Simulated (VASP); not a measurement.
## Al32H (a cell with a defect): single point with PBEsol

The system is Al32H (a cell with a defect).

```
CELL_PARAMETERS angstrom
8.10000 0.00000 0.00000
0.00000 8.10000 0.00000
0.00000 0.00000 8.10000
ATOMIC_POSITIONS crystal
Al 0.49925 0.99891 0.99945
Al 0.74884 0.24924 0.00076
Al 0.73270 0.00450 0.25635
Al 0.00436 0.00437 0.98458
Al 0.24870 0.24874 0.99871
Al 0.49804 0.49807 0.99965
Al 0.74565 0.74568 0.99761
Al 0.24901 0.99759 0.24951
Al 0.49491 0.25084 0.25001
Al 0.74748 0.49930 0.25081
Al 0.49490 0.99813 0.50267
Al 0.74673 0.24881 0.50072
Al 0.74744 0.99890 0.75118
Al 0.99888 0.49928 0.99944
Al 0.24920 0.74887 0.00076
Al 0.99754 0.24905 0.24950
Al 0.25077 0.49496 0.25001
Al 0.49925 0.74751 0.25081
Al 0.99755 0.99759 0.50099
Al 0.24848 0.24853 0.50042
Al 0.49863 0.49867 0.50116
Al 0.74887 0.74891 0.50107
Al 0.25076 0.99811 0.74686
Al 0.49860 0.24923 0.75057
Al 0.74776 0.49811 0.74997
Al 0.00445 0.73279 0.25632
Al 0.99808 0.49495 0.50265
Al 0.24876 0.74676 0.50071
Al 0.99807 0.25080 0.74687
Al 0.24919 0.49863 0.75057
Al 0.49807 0.74779 0.74997
Al 0.99886 0.74746 0.75117
H 0.93419 0.93429 0.18613
```

```yaml
Program: VASP 6.6.1
Task: single point
Functional: PBEsol
Potentials_or_basis: VASP PAW PBE potentials, release 64 (Al, H)
Cutoff: 520 eV
k_mesh: 3 × 3 × 3
Occupations: gaussian, width 0.1 eV
Spin: no spin polarisation
```

```
Pressure               : -1.0 GPa
Largest force          : 0.009 eV/Å
Band gap on the k mesh : zero (an odd number of electrons rules out a gap without spin polarisation)
```

Forces on the atoms (eV/Å):
```
Al  -0.002 -0.002 -0.004
Al  -0.002 -0.002  0.004
Al   0.007  0.000 -0.006
Al   0.000  0.000  0.003
Al  -0.001  0.000 -0.004
Al  -0.001 -0.001 -0.002
Al   0.004  0.004  0.004
Al  -0.001 -0.001 -0.002
Al   0.005  0.002  0.000
Al  -0.002  0.001  0.001
Al   0.004  0.002  0.001
Al  -0.001  0.002  0.000
Al  -0.001  0.000  0.003
Al  -0.002 -0.001 -0.003
Al  -0.002 -0.001  0.003
Al  -0.002  0.000 -0.001
Al   0.002  0.005  0.000
Al   0.000 -0.002  0.001
Al   0.000 -0.001  0.000
Al  -0.001 -0.001  0.001
Al  -0.001 -0.001  0.003
Al  -0.002 -0.003  0.005
Al   0.003 -0.002 -0.003
Al  -0.003 -0.002  0.002
Al  -0.003 -0.002  0.000
Al   0.001  0.006 -0.006
Al   0.002  0.003  0.001
Al   0.001 -0.002  0.000
Al  -0.002  0.003 -0.003
Al  -0.001 -0.003  0.001
Al  -0.002 -0.003  0.000
Al  -0.001 -0.001  0.003
H    0.003  0.002  0.000
```

Stress tensor (GPa, compression positive):
```
-0.95 -0.17 -0.17
-0.17 -0.95 -0.17
-0.17 -0.17 -0.96
```

Levels at points of the mesh, in eV from the Fermi level:
```csv
k point,band 46,band 47,band 48,band 49,band 50,band 51
"(0.00, 0.00, 0.00)",-0.04,0.22,0.22,0.28,0.32,0.32
```

Wall time 4.4 min on 1 thread of Intel(R) Xeon(R) 6975P-C (Granite Rapids), on a shared host, peak memory 0.65 GiB.

Caveat: the PAW data sets were made with another functional, which shifts forces and pressure a little.
